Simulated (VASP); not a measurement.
A run of VASP 6.6.1:

INCAR

```
ALGO = Normal
EDIFF = 1E-6
ENCUT = 520
GGA = PE
ISIF = 2
ISMEAR = -1
LASPH = T
LCHARG = F
LREAL = F
LWAVE = F
NBANDS = 21
NELM = 60
PREC = Accurate
SIGMA = 0.02
```

KPOINTS

```
k-points
0
Gamma
  6 6 6
```

Contents of POSCAR:

```
Si3Ge
1.0
    4.0650050138      0.0000000000      0.0000000000
    0.0000000000      4.0650050138      0.0000000000
    0.0000000000      0.0000000000      5.2970843169
Si Ge
3 1
Direct
    0.5000000000      0.0000000000      0.7554557209
    0.5000000000      0.5000000000      0.0000000000
    0.0000000000      0.5000000000      0.2445442791
    0.0000000000      0.0000000000      0.5000000000
```

Potentials or basis: VASP PAW PBE potentials, release 64 (Si, Ge_d).

Launch:

```bash
$ cat potpaw_PBE.64/Si/POTCAR potpaw_PBE.64/Ge_d/POTCAR > POTCAR
$ mpirun -np 1 vasp_std > vasp.out
```

Hardware: 1 thread of AMD EPYC 9R45 96-Core Processor (Zen 5), on a shared host.

Q: How long does it take, and how much memory?

A: Run time: 21 s on 1 thread of AMD EPYC 9R45 96-Core Processor (Zen 5) (shared host), peak memory 0.19 GiB. Counts: scf iterations 12, k points 40.
